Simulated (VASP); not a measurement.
Write the native input for VASP 6.6.1 that does the following.

```
Task                   : single point
Functional             : PBE
Potentials or basis    : VASP PAW PBE potentials, release 64 (In_d, O)
Cutoff                 : 520 eV
k mesh                 : 3 × 3 × 4
Occupations            : gaussian, width 0.2 eV
Spin                   : no spin polarisation
Dipole correction      : no
Further INCAR settings : ALGO = Normal; EDIFF = 1e-07; NBANDS = 51
```

The structure of In6O lies in POSCAR:

```
In6O
1.0
    9.6792867800      0.0000000000      0.0000000000
   -4.8396433900      8.3825082420      0.0000000000
    0.0000000000      0.0000000000      3.8971530512
In O
6 1
Direct
    0.3333333333      0.6666666667      0.0000000000
    0.6666666667      0.3333333333      0.0000000000
    0.5000000000      0.0000000000      0.0000000000
    0.0000000000      0.5000000000      0.0000000000
    0.5000000000      0.5000000000      0.0000000000
    0.0000000000      0.0000000000      0.5000000000
    0.0000000000      0.0000000000      0.0000000000
```

These files were run (other wordings do the same):

INCAR

```
PREC = Accurate ; ENCUT = 520
EDIFF = 1E-7 ; ISMEAR = 0
SIGMA = 0.2 ; LREAL = F
LASPH = T ; NELM = 60
ALGO = Normal ; ISIF = 2
LWAVE = F ; LCHARG = F
GGA = PE ; NBANDS = 51
```

KPOINTS

```
Automatic mesh
0
Gamma
  3 3 4
```

Potentials or basis: VASP PAW PBE potentials, release 64 (In_d, O).

Launch:

```bash
$ cat potpaw_PBE.64/In_d/POTCAR potpaw_PBE.64/O/POTCAR > POTCAR
$ mpirun -np 1 vasp_std > vasp.out
```

Results of the run:

```
Pressure               : 0.6 GPa
Band gap on the k mesh : zero (band 42 reaches 2.39 eV, above the bottom of band 43 at 1.79 eV)
```

Caveat: the k points lie up to 0.40 Å⁻¹ apart; spin-orbit coupling is left out, which moves the levels of the heavy elements.

It took 2.5 min on 1 thread of Intel(R) Xeon(R) Platinum 8488C (Sapphire Rapids), with other jobs on the host, peak memory 0.43 GiB.
